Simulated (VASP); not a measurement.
Set up this calculation in VASP 6.6.1, as the native input.

- Task: relaxation of cell and atoms
- Functional: PBEsol
- Potentials or basis: VASP PAW PBE potentials, release 64 (Sn_d, As)
- Cutoff: 600 eV
- k mesh: 12 × 12 × 12
- Occupations: fermi-dirac, width 0.1 eV
- Spin: no spin polarisation
- Dipole correction: no
- Further INCAR settings: ALGO = Normal; EDIFF = 1e-06; IBRION = 2; EDIFFG = -0.002; NSW = 100; ISIF = 3

The structure of SnAs lies in POSCAR:

```
SnAs
1.0
    0.0000000000      2.8405000000      2.8405000000
    2.8405000000      0.0000000000      2.8405000000
    2.8405000000      2.8405000000      0.0000000000
Sn As
1 1
Direct
    0.0000000000      0.0000000000      0.0000000000
    0.5000000000      0.5000000000      0.5000000000
```

The input as run:

INCAR

```
PREC = Accurate ; ENCUT = 600
EDIFF = 1E-6 ; ISMEAR = -1
SIGMA = 0.1 ; LREAL = F
LASPH = T ; NELM = 60
ALGO = Normal ; ISIF = 3
LWAVE = F ; LCHARG = F
GGA = PS ; IBRION = 2
NSW = 100 ; EDIFFG = -0.002
```

KPOINTS

```
Automatic mesh
0
Gamma
  12 12 12
```

Potentials or basis: VASP PAW PBE potentials, release 64 (Sn_d, As).

The run is started by

```console
$ cat potpaw_PBE.64/Sn_d/POTCAR potpaw_PBE.64/As/POTCAR > POTCAR
$ mpirun -np 1 vasp_std > vasp.out
```

It gave:

```json
{"Relaxed volume": "23.35 Å³/atom", "Relaxed cell": "a = 4.042 Å, b = 4.042 Å, c = 4.042 Å, α = 60.00°, β = 60.00°, γ = 60.00°", "Space group after relaxing (to 0.05 Å)": "Fm-3m (No. 225)", "Energy gained by relaxing": "1.9 meV/atom", "Ionic steps": "18", "Pressure after relaxing": "0.0 GPa"}
```

Caveat: the PAW data sets were made with another functional, which shifts forces and pressure a little.

Run time: 3 min on 1 thread of Intel(R) Xeon(R) Platinum 8259CL CPU @ 2.50GHz (Skylake/Cascade Lake) (shared host), peak memory 0.22 GiB.
